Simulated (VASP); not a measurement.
# SiC (Cm) in VASP: a series of runs

SiC is run at these levels: PBE; tasks: single point.

Program: VASP 6.6.1. These are calculated values, not measurements. Logs are shortened: lines on timing, memory, paths and dates and some standing lists are left out, and cuts for length are marked.

### Step 1. The cell of the first run

It takes space group Cm (No. 8, monoclinic). Conventional cell: a = 5.328 Å, b = 3.076 Å, c = 10.135 Å, α = 90.00°, β = 95.03°, γ = 90.00°. Si (site symmetry m) has 4 C at 1.87 to 1.94 Å within 2.5 Å. Si (site symmetry m) has 4 C at 1.87 to 1.94 Å within 2.5 Å. Within 2.5 Å of Si (site symmetry m) lie 4 C at 1.87 to 2.14 Å. Si (site symmetry m) has 4 C at 1.87 to 1.94 Å within 2.5 Å. Within 2.5 Å of C (site symmetry m) lie 4 Si at 1.87 to 1.94 Å. C (site symmetry m) has 4 Si at 1.87 to 1.94 Å within 2.5 Å. C (site symmetry m) has 4 Si at 1.87 to 2.14 Å within 2.5 Å. Within 2.5 Å of C (site symmetry m) lie 4 Si at 1.87 to 1.94 Å.

### Step 2. Single point, PBE (the part above a cut slid along it)

Input file INCAR:

```
ALGO     = Normal         # electronic algorithm
EDIFF    = 1E-7           # SCF threshold, eV
ENCUT    = 520            # plane-wave cutoff, eV
GGA      = PE             # functional
ISIF     = 2              # what is computed and relaxed
ISMEAR   = 0              # smearing method
LASPH    = True           # aspherical terms in the spheres
LCHARG   = True           # write CHGCAR
LELF     = True           # ELF
LREAL    = False          # projectors in reciprocal space
LVHAR    = True         
LWAVE    = False          # write WAVECAR
NBANDS   = 26             # bands
NELM     = 60             # most SCF steps
PREC     = Accurate       # precision mode
SIGMA    = 0.05           # smearing width, eV
```

Input file KPOINTS:

```
k-points
0
Gamma
  10 10 3
```

Input file POSCAR:

```
SiC
1.0
   -3.0759982064      0.0000000000      0.0000000000
   -1.5379991032     -2.6638925888      0.0000000000
   -0.7691533515     -0.4440708945     10.0960000000
Si C
4 4
Direct
    0.2243532083      0.2243532083      0.6537500000
    0.3077032083      0.3077032083      0.1537500000
    0.5160115417      0.5160115417      0.9037500000
    0.5993615417      0.5993615417      0.4037500000
    0.1922634583      0.1922634583      0.8462500000
    0.2756134583      0.2756134583      0.3462500000
    0.6506217917      0.6506217917      0.0962500000
    0.5672717917      0.5672717917      0.5962500000
```

Potentials or basis: VASP PAW PBE potentials, release 64 (Si, C).

Command:

```sh
$ cat potpaw_PBE.64/Si/POTCAR potpaw_PBE.64/C/POTCAR > POTCAR
$ mpirun -np 1 vasp_std > vasp.out
```

OUTCAR:

```text
EDIFF = 1E-7
   ENCUT = 520
   GGA = PE
   ISIF = 2
   ISMEAR = 0
   LASPH = True
   LREAL = False
   NELM = 60
   PREC = Accurate

 ion  position               nearest neighbor table
   1  0.224  0.224  0.654-   8 1.87   8 1.87   8 1.87   5 1.94   3 3.09   4 3.09   4 3.09   3 3.09
                             3 3.09   4 3.09
   2  0.308  0.308  0.154-   7 1.87   7 1.87   7 1.87   6 1.94   3 2.68   4 3.09   4 3.09   4 3.09

   3  0.516  0.516  0.904-   5 1.87   5 1.87   5 1.87   7 2.14   2 2.68   1 3.09   1 3.09   1 3.09

   4  0.599  0.599  0.404-   6 1.87   6 1.87   6 1.87   8 1.94   2 3.09   1 3.09   1 3.09   2 3.09
                             2 3.09   1 3.09
   5  0.192  0.192  0.846-   3 1.87   3 1.87   3 1.87   1 1.94
   6  0.276  0.276  0.346-   4 1.87   4 1.87   4 1.87   2 1.94
   7  0.651  0.651  0.096-   2 1.87   2 1.87   2 1.87   3 2.14
   8  0.567  0.567  0.596-   1 1.87   1 1.87   1 1.87   4 1.94

  LATTYP: Found a base centered monoclinic cell.
 ALAT       =     5.3277851775
 B/A-ratio  =     0.5773502692
 C/A-ratio  =     1.9022894404
 COS(beta)  =    -0.0876312492

  Lattice vectors:

 A1 = (   3.0759982064,   0.0000000000,   0.0000000000)
 A2 = (   1.5379991032,   2.6638925888,   0.0000000000)
 A3 = (  -0.7691533515,  -0.4440708945,  10.0960000000)

Analysis of symmetry for initial positions (statically):
=====================================================================
 Subroutine PRICEL returns:
 Original cell was already a primitive cell.

 Routine SETGRP: Setting up the symmetry group for a
 base centered monoclinic supercell.

 Subroutine GETGRP returns: Found  2 space group operations
 (whereof  2 operations were pure point group operations)
 out of a pool of  4 trial point group operations.

The static configuration has the point symmetry C_1h.

Analysis of symmetry for dynamics (positions and initial velocities):
=====================================================================
 Subroutine PRICEL returns:
 Original cell was already a primitive cell.

 Routine SETGRP: Setting up the symmetry group for a
 base centered monoclinic supercell.

 Subroutine GETGRP returns: Found  2 space group operations
 (whereof  2 operations were pure point group operations)
 out of a pool of  4 trial point group operations.

The dynamic configuration has the point symmetry C_1h.

 Subroutine INISYM returns: Found  2 space group operations
 (whereof  2 operations are pure point group operations),
 and found     1 'primitive' translations

----------------------------------------------------------------------------------------

                                     Primitive cell

  volume of cell :      82.7279

  direct lattice vectors                    reciprocal lattice vectors
    -3.075998206  0.000000000  0.000000000    -0.325097719  0.187695255 -0.016511490
    -1.537999103 -2.663892589  0.000000000     0.000000000 -0.375390511 -0.016511490
    -0.769153351 -0.444070894 10.096000000     0.000000000  0.000000000  0.099049128

  length of vectors
     3.075998206  3.075998206 10.134989484     0.375753463  0.375753463  0.099049128

  position of ions in fractional coordinates (direct lattice)
     0.224353208  0.224353208  0.653750000
     0.307703208  0.307703208  0.153750000
     0.516011542  0.516011542  0.903750000
     0.599361542  0.599361542  0.403750000
     0.192263458  0.192263458  0.846250000
     0.275613458  0.275613458  0.346250000
     0.650621792  0.650621792  0.096250000
     0.567271792  0.567271792  0.596250000

  ion indices of the primitive-cell ions
   primitive index   ion index
                 1           1
                 2           2
                 3           3
                 4           4
                 5           5
                 6           6
                 7           7
                 8           8

----------------------------------------------------------------------------------------

 KPOINTS: k-points

Automatic generation of k-mesh.
 Grid dimensions read from file:
 generate k-points for:   10   10    3

 Generating k-lattice:

  Cartesian coordinates                     Fractional coordinates (reciprocal lattice)
    -0.032509772  0.018769526 -0.001651149     0.100000000  0.000000000  0.000000000
     0.000000000 -0.037539051 -0.001651149     0.000000000  0.100000000 -0.000000000
     0.000000000  0.000000000  0.033016376     0.000000000  0.000000000  0.333333333

  Length of vectors
     0.037575346  0.037575346  0.033016376

  Shift w.r.t. Gamma in fractional coordinates (k-lattice)
     0.000000000  0.000000000  0.000000000

 Subroutine IBZKPT returns following result:
 ===========================================

 Found     86 irreducible k-points:

 Following reciprocal coordinates:
            Coordinates               Weight
  0.000000  0.000000  0.000000      1.000000
  0.100000  0.000000  0.000000      4.000000
  0.200000  0.000000  0.000000      4.000000
  0.300000  0.000000 -0.000000      4.000000
  0.400000  0.000000 -0.000000      4.000000
  0.500000  0.000000  0.000000      2.000000
[... 16 lines left out ...]
  0.300000  0.300000  0.000000      2.000000
  0.400000  0.300000  0.000000      4.000000
 [... further k-points ...]
   k-points           NKPTS =     86   k-points in BZ     NKDIM =     86   number of bands    NBANDS=     26
   number of dos      NEDOS =    301   number of ions     NIONS =      8
   total plane-waves  NPLWV =  46080
   dimension x,y,z NGX =    24 NGY =   24 NGZ =   80
   dimension x,y,z NGXF=    48 NGYF=   48 NGZF=  160
   ions per type =               4   4
   NGX,Y,Z   is equivalent  to a cutoff of  12.97, 12.97, 13.12 a.u.
   NGXF,Y,Z  is equivalent  to a cutoff of  25.94, 25.94, 26.25 a.u.
 SYSTEM =  unknown system
   PREC   = accura    normal or accurate (medium, high low for compatibility)
   ISTART =      0    job   : 0-new  1-cont  2-samecut
   ICHARG =      2    charge: 1-file 2-atom 10-const
   ISPIN  =      1    spin polarized calculation?
   LNONCOLLINEAR =      F non collinear calculations
   LSORBIT =      F    spin-orbit coupling
   LASPH  =      T    aspherical Exc in radial PAW
   ENCUT  =  520.0 eV  38.22 Ry    6.18 a.u.   5.72  5.72 18.84*2*pi/ulx,y,z
   NELM   =     60;   NELMIN=  2; NELMDL= -5     # of ELM steps
   EDIFF  = 0.1E-06   stopping-criterion for ELM
   LREAL  =      F    real-space projection
   EDIFFG = 0.1E-05   stopping-criterion for IOM
   NSW    =      0    number of steps for IOM
   IBRION =     -1    ionic relax: 0-MD 1-quasi-New 2-CG
   NFREE  =      0    steps in history (QN), initial steepest desc. (CG)
   ISIF   =      2    stress and relaxation
   ISYM   =      2    0-nonsym 1-usesym 2-fastsym
   POTIM  = 0.5000    time-step for ionic-motion
   TEBEG  =    0.0;   TEEND  =   0.0 temperature during run
   PSTRESS=    0.0 pullay stress
   NELECT =      32.0000    total number of electrons
   NUPDOWN=      -1.0000    fix difference up-down
   EMIN   =  10.00;   EMAX   =-10.00  energy-range for DOS
   EFERMI =   0.00;   METHOD = LEGACY
   ISMEAR =     0;   SIGMA  =   0.05  broadening in eV -4-tet -1-fermi 0-gaus
   EFERMI_NEDOS =   21; number of points for ismear=-14 and -15
   IALGO  =     38    algorithm
   IMIX   =      4    mixing-type and parameters
     AMIX     =   0.40;   BMIX     =  1.00
     AMIX_MAG =   1.60;   BMIX_MAG =  1.00
  volume/ion in A,a.u.               =      10.34        69.78
  Fermi-wavevector in a.u.,A,eV,Ry     =   1.192818  2.254099 19.358564  1.422814
  Thomas-Fermi vector in A             =   2.328847
   LORBIT       =      0    0 simple, 1 ext, 2 COOP (PROOUT), +10 PAW based schemes
   GGA     = PE    functional components
   LHFCALC =     F    Hartree Fock is set to
   AEXX    =    0.0000 exact exchange contribution
   IVDW    =     0    specifies the selected vdW correction
   LEPSILON=     F    determine dielectric tensor
   LRPA    =     F    only Hartree local field effects (RPA)
 non-spin polarized calculation
 Gauss-broadening in eV      SIGMA  =   0.05
  energy-cutoff  :      520.00
  volume of cell :       82.73
 maximum number of plane-waves:      2242
   NGX = 11   NGY = 11   NGZ = 37

 number of electron      31.9999999 magnetization

 Free energy of the ion-electron system (eV)
  ---------------------------------------------------
  ext. energy  EPLUGINS =         0.00000000
  ---------------------------------------------------
  free energy    TOTEN  =       -59.12491158 eV

  energy without entropy =      -59.12491158  energy(sigma->0) =      -59.12491158

 E-fermi :   8.9437     XC(G=0): -11.3747

 val. band max:        8.7025652864   @ k =   0.0000   0.0000   0.0000
 cond. band min:       9.7811275003   @ k =   0.5000   0.5000   0.3333
 fundamental gap:      1.0785622139
 Fermi energy:         8.9436676953

 k-point     1 :       0.0000    0.0000    0.0000
  band No.  band energies     occupation
      1      -7.3040      2.00000
      2      -6.1394      2.00000
      3      -6.0876      2.00000
      4      -3.8122      2.00000
      5      -0.2112      2.00000
      6       3.9212      2.00000
[... 18 lines left out ...]
     25      15.7043      0.00000
     26      15.9435      0.00000

 k-point     2 :       0.1000    0.0000    0.0000
  band No.  band energies     occupation
      1      -7.1295      2.00000
      2      -5.9893      2.00000
      3      -5.8985      2.00000
      4      -3.6644      2.00000
      5      -0.0459      2.00000
      6       3.9488      2.00000
[... 18 lines left out ...]
     25      15.6272      0.00000
     26      16.1844      0.00000

 k-point     3 :       0.2000    0.0000    0.0000
  band No.  band energies     occupation
      1      -6.6122      2.00000
      2      -5.5213      2.00000
      3      -5.3660      2.00000
      4      -3.2400      2.00000
      5       0.4291      2.00000
      6       3.6990      2.00000
[... 18 lines left out ...]
     25      16.4059      0.00000
     26      16.7901      0.00000

 k-point     4 :       0.3000    0.0000   -0.0000
  band No.  band energies     occupation
      1      -5.7774      2.00000
      2      -4.7563      2.00000
      3      -4.5385      2.00000
      4      -2.6311      2.00000
      5       1.0178      2.00000
      6       2.1684      2.00000
[... 18 lines left out ...]
     25      16.6772      0.00000
     26      17.0758      0.00000
[... 496 lines left out ...]
      1      -5.2957      2.00000
      2      -4.2373      2.00000
      3      -4.1570      2.00000
      4      -2.3297      2.00000
      5       1.2504      2.00000
      6       2.0098      2.00000
[... 18 lines left out ...]
     25      16.1914      0.00000
     26      16.7667      0.00000

 k-point    23 :       0.3000    0.3000    0.0000
  band No.  band energies     occupation
      1      -5.7664      2.00000
      2      -4.8396      2.00000
      3      -4.4298      2.00000
      4      -2.6146      2.00000
      5       0.9837      2.00000
      6       1.9382      2.00000
[... 18 lines left out ...]
     25      16.7437      0.00000
     26      17.9764      0.00000

 k-point    24 :       0.4000    0.3000    0.0000
  band No.  band energies     occupation
      1      -5.1283      2.00000
      2      -4.2610      2.00000
      3      -3.8191      2.00000
      4      -2.2259      2.00000
      5       0.7124      2.00000
      6       1.3112      2.00000
[... 18 lines left out ...]
     25      17.0394      0.00000
     26      17.4761      0.00000

 [... further k-points ...]

------------------------ aborting loop because EDIFF is reached ----------------------------------------

  FORCE on cell =-STRESS in cart. coord.  units (eV):
  Direction    XX          YY          ZZ          XY          YZ          ZX
  --------------------------------------------------------------------------------------
  -------------------------------------------------------------------------------------
  Total        0.5990187      2.5849869      1.1506290     -1.7198989      2.1011580      3.6393127
  in kB       11.6010913     50.0629919     22.2840321    -33.3089830     40.6927619     70.4819361
  external PRESSURE =      27.9827051 kB  Pullay stress =       0.0000000 kB

 VOLUME and BASIS-vectors are now :
 -----------------------------------------------------------------------------
  energy-cutoff  :      520.00
  volume of cell :       82.73
      direct lattice vectors                 reciprocal lattice vectors
    -3.075998206  0.000000000  0.000000000    -0.325097719  0.187695255 -0.016511490
    -1.537999103 -2.663892589  0.000000000     0.000000000 -0.375390511 -0.016511490
    -0.769153351 -0.444070894 10.096000000     0.000000000  0.000000000  0.099049128

 POSITION                                       TOTAL-FORCE (eV/Angst)
 -----------------------------------------------------------------------------------
     -1.53800     -0.88796      6.60026        -0.044538     -0.025714      0.623457
     -1.53800     -0.88796      1.55226         0.271808      0.156928      0.944152
     -3.07600     -1.77593      9.12426        -1.701905     -0.982595      0.734284
     -3.07600     -1.77593      4.07626         0.019340      0.011166      0.625902
     -1.53800     -0.88796      8.54374         0.141258      0.081555     -0.835410
     -1.53800     -0.88796      3.49574         0.111392      0.064312     -0.575862
     -3.07600     -1.77593      0.97174         1.193530      0.689085     -0.842213
     -3.07600     -1.77593      6.01974         0.009116      0.005263     -0.674310
 -----------------------------------------------------------------------------------
    total drift:                               -0.000235     -0.000136      0.000110

  FREE ENERGIE OF THE ION-ELECTRON SYSTEM (eV)
  ---------------------------------------------------
  free  energy   TOTEN  =       -59.1249115832 eV

  energy  without entropy=      -59.1249115832  energy(sigma->0) =      -59.12491158
```

Run time: 2.5 min. Hardware: 1 thread of Intel Xeon Platinum 8375C at 2.90GHz (Ice Lake), shared host; peak memory 0.28 GiB.

What came out:

```
Free energy            : -59.1249 eV
Pressure               : 2.8 GPa
Largest force          : 2.098 eV/Å
Band gap on the k mesh : 1.08 eV (least direct gap 2.55 eV)
```

Forces in eV/Å, atoms in the order of the input:
```
Si  -0.045 -0.026  0.623
Si   0.272  0.157  0.944
Si  -1.702 -0.983  0.734
Si   0.019  0.011  0.626
C    0.141  0.082 -0.835
C    0.111  0.064 -0.576
C    1.194  0.689 -0.842
C    0.009  0.005 -0.674
```

Caveat: the cell differs from its parent crystal (the part above a cut slid along it); forces of over 1 eV/Å act on the atoms, so gaps and moduli don't describe the material at rest.

(Continued in part 2 of 3.)
